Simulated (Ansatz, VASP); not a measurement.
## One calculation of Co, two programs

The input INCAR:

```
ALGO = Normal
EDIFF = 1E-6
ENCUT = 520
GGA = PE
ISIF = 2
ISMEAR = -1
ISPIN = 2
LASPH = T
LCHARG = F
LMAXMIX = 4
LORBIT = 11
LREAL = F
LWAVE = F
MAGMOM = 2 2
NBANDS = 20
NELM = 150
PREC = Accurate
SIGMA = 0.05
```

File KPOINTS:

```
k-points
0
Gamma
  17 17 9
```

POSCAR

```
Co
1.0
    2.5201011640      0.0000000000      0.0000000000
   -1.2600505820      2.1824716281      0.0000000000
    0.0000000000      0.0000000000      4.0716750990
Co
2
Direct
    0.3333333333      0.6666666667      0.2500000000
    0.6666666667      0.3333333333      0.7500000000
```

Input for Ansatz:

```yaml
crystal:
  lattice:
    - [2.520101164, 0.0, 0.0]
    - [-1.260050582, 2.1824716281, 0.0]
    - [0.0, 0.0, 4.071675099]
  atoms:
    - { symbol: Co, position: [0.3333333333, 0.6666666667, 0.25], spin: 2.0 }
    - { symbol: Co, position: [0.6666666667, 0.3333333333, 0.75], spin: 2.0 }
magnetization:
  spin_polarized: true
kpoints:
  mp_grid: { grid: [17, 17, 9] }
scf:
  occupations: { method: fermi_dirac, width: 0.05 }
hamiltonian:
  xc: pbe
  pseudopotentials: { kind: all_electron, lapw: { basis_error: 0.00025 } }
output:
  forces: true
  stress: true
  eigenvalues: true
```

Change from the starting cell: volume scaled by 1.03.

Alike in both runs: task single point; functional PBE; k mesh 17 × 17 × 9; occupations fermi-dirac, width 0.05 eV; collinear spin.

|  | VASP | Ansatz |
| --- | --- | --- |
| version | VASP 6.6.1 | Ansatz 0.2.0 |
| potentials or method | VASP PAW PBE potentials, release 64 (Co), cutoff 520 eV | all-electron LAPW, scalar-relativistic |

VASP gave:

- pressure (GPa): -6.5
- traceless stress, the component that is largest in VASP (GPa): 0.00
- net moment per atom (μB): 1.64
- size of the moment on the site where the two differ most (μB): 1.66

Question: What did Ansatz give for the same quantities?

Answer: Pressure (GPa): -6.0; traceless stress, the component that is largest in VASP (GPa): 0.14; net moment per atom (μB): 1.64; size of the moment on the site where the two differ most (μB): 1.70.

Site moments also hang on the region over which each program counts them. Ansatz ran all-electron here, and VASP with PAW potentials.
